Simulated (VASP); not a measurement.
Input of a VASP 6.6.1 run:

File INCAR:

```
ALGO     = Normal         # electronic algorithm
EDIFF    = 1E-7           # SCF threshold, eV
ENCUT    = 520            # plane-wave cutoff, eV
GGA      = PE             # functional
ISIF     = 2              # what is computed and relaxed
ISMEAR   = 0              # smearing method
LASPH    = True           # aspherical terms in the spheres
LCHARG   = False          # write CHGCAR
LREAL    = False          # projectors in reciprocal space
LWAVE    = False          # write WAVECAR
NBANDS   = 24             # bands
NELM     = 80             # most SCF steps
PREC     = Accurate       # precision mode
SIGMA    = 0.1            # smearing width, eV
```

The input KPOINTS:

```
k-points
0
Gamma
  6 4 4
```

The input POSCAR:

```
CaSe
1.0
    4.2145733902      0.0000000000     -0.0520241025
    0.0000000000      5.9585646652      0.0000000000
   -4.1604617781      0.0000000000      4.2675130135
Ca Se
2 2
Direct
    1.0000105430      0.7499682666      0.9999595219
    1.0000105430      0.2500317334      0.4999595219
   -0.0000105430      0.2498973670      0.0000404781
   -0.0000105430      0.7501026330      0.5000404781
```

Potentials or basis: VASP PAW PBE potentials, release 64 (Ca_sv, Se).

The run is started by

```console
$ cat potpaw_PBE.64/Ca_sv/POTCAR potpaw_PBE.64/Se/POTCAR > POTCAR
$ mpirun -np 1 vasp_std > vasp.out
```

Q: Predict the pressure.

A: 0.1 GPa.

Q: Predict the band gap on the k mesh.

A: 2.08 eV.

Q: Estimate the largest force.

A: 0.003 eV/Å.

Forces on the atoms (eV/Å):
```
Ca  -0.001  0.000  0.001
Ca  -0.001  0.000  0.001
Se   0.001  0.003 -0.001
Se   0.001 -0.003 -0.001
```

A k mesh can miss the band edges. A hybrid or GW would open this gap; PBE tends to underestimate it.
